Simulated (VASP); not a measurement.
**TaN: single point with PBE**

Crystal: TaN.

```xyz
4
Lattice="3.1692 0.0000 0.0000 -1.5846 2.7396 -0.0016 0.0000 -0.0029 5.2766" Properties=species:S:1:pos:R:3 pbc="T T T"
Ta    0.0000    1.9263    0.1937
Ta    1.5846    0.9028    2.4201
N     0.0000    1.7586    2.0648
N     1.5846    0.8862    4.6577
```

This cell differs from its parent crystal: strained and its atoms moved.

```
Program             : VASP 6.6.1
Task                : single point
Functional          : PBE
Potentials or basis : VASP PAW PBE potentials, release 64 (Ta_pv, N)
Cutoff              : 520 eV
k mesh              : 14 × 14 × 8
Occupations         : gaussian, width 0.1 eV
Spin                : no spin polarisation
```

The pressure is 70.3 GPa, the largest force is 4.614 eV/Å and the band gap on the k mesh is zero (band 16 reaches 8.66 eV, above the bottom of band 17 at 7.06 eV).

Forces in eV/Å, atoms in the order of the input:
```
Ta   0.000 -2.634 -2.865
Ta   0.000 -1.557  4.343
N    0.000  1.851  2.358
N    0.000  2.341 -3.837
```

Stress tensor (GPa, compression positive):
```
74.72  0.00  0.00
 0.00 76.76 -7.41
 0.00 -7.41 59.37
```

Levels at points of the mesh, in eV from the Fermi level:
```csv
k point,band 13,band 14,band 15,band 16,band 17,band 18,band 19,band 20
"(0.00, 0.00, 0.00)",-5.67,-5.60,-1.14,-0.49,-0.02,2.74,3.09,3.43
"(0.50, 0.00, 0.00)",-5.00,-4.29,-1.76,-0.59,0.40,1.06,3.07,3.77
"(0.00, 0.50, 0.00)",-4.69,-4.13,-1.96,-0.95,0.79,1.16,2.50,3.76
"(0.00, 0.00, 0.50)",-5.80,-5.72,0.19,0.94,1.04,2.58,2.60,2.89
"(0.50, 0.00, 0.50)",-4.78,-4.60,-0.85,-0.31,0.92,2.22,3.00,3.60
"(0.00, 0.50, 0.50)",-4.67,-4.37,-1.25,-0.17,0.99,1.96,2.98,3.57
```

Wall time 7.8 min on 1 thread of Intel Xeon 6975P-C, with other jobs on the host, peak memory 0.48 GiB.

Caveat: the cell differs from its parent crystal (strained and its atoms moved); spin-orbit coupling is left out, which moves the levels of the heavy elements; forces of over 1 eV/Å act on the atoms, so gaps and moduli don't describe the material at rest.
